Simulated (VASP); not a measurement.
A run of VASP 6.6.1:

The input POSCAR:

```
TiO2
1.0
   -2.9536497396      3.2504028476      3.2504028476
    2.9536497396     -3.2504028476      3.2504028476
    2.9536497396      3.2504028476     -3.2504028476
Ti O
4 8
Direct
    0.5000000000      0.7500000000      0.7500000000
    0.5000000000      0.2500000000      0.2500000000
    0.0000000000      0.0000000000      0.5000000000
    0.0000000000      0.5000000000      0.0000000000
    0.3046117078      0.3046117078      0.5000000000
    0.1953882922      0.2500000000      0.9453882922
    0.3046117078      0.8046117078      0.0000000000
    0.8046117078      0.2500000000      0.5546117078
    0.1953882922      0.7500000000      0.4453882922
    0.8046117078      0.7500000000      0.0546117078
    0.6953882922      0.1953882922      1.0000000000
    0.6953882922      0.6953882922      0.5000000000
```

Contents of INCAR.step1:

```
SYSTEM = TiO2
  PREC = Accurate
  ENCUT = 520
  ISMEAR = 0
  SIGMA = 0.02
  LREAL = .FALSE.
  LASPH = .TRUE.
  NELM = 100
  NBANDS = 60
  GGA = PE
  ALGO = Normal
  EDIFF = 1E-4
  LWAVE = .TRUE.
  LCHARG = .FALSE.
```

File INCAR.step2:

```
SYSTEM = TiO2
  PREC = Accurate
  ENCUT = 520
  EDIFF = 1E-6
  ISMEAR = 0
  SIGMA = 0.02
  LREAL = .FALSE.
  LASPH = .TRUE.
  NELM = 100
  ALGO = Normal
  ISIF = 2
  LWAVE = .FALSE.
  LCHARG = .TRUE.
  METAGGA = R2SCAN
  LMIXTAU = .TRUE.
  LELF = .TRUE.
  LVHAR = .TRUE.
  NBANDS = 60
  ISTART = 1
```

KPOINTS

```
regular mesh
0
G
  6 6 6
  0 0 0
```

Potentials or basis: VASP PAW PBE potentials, release 64 (Ti_sv, O).

Command:

```sh
$ cat potpaw_PBE.64/Ti_sv/POTCAR potpaw_PBE.64/O/POTCAR > POTCAR
$ cp INCAR.step1 INCAR
$ mpirun -np 1 vasp_std > vasp.out
$ cp INCAR.step2 INCAR
$ mpirun -np 1 vasp_std > vasp.out
```

Hardware: 1 thread of Intel Xeon 8259CL, with other jobs on the host.

Q: Estimate the wall time of this run.

A: It took 37 min on 1 thread of Intel Xeon 8259CL, with other jobs on the host, peak memory 0.38 GiB. Counts: k points 30.
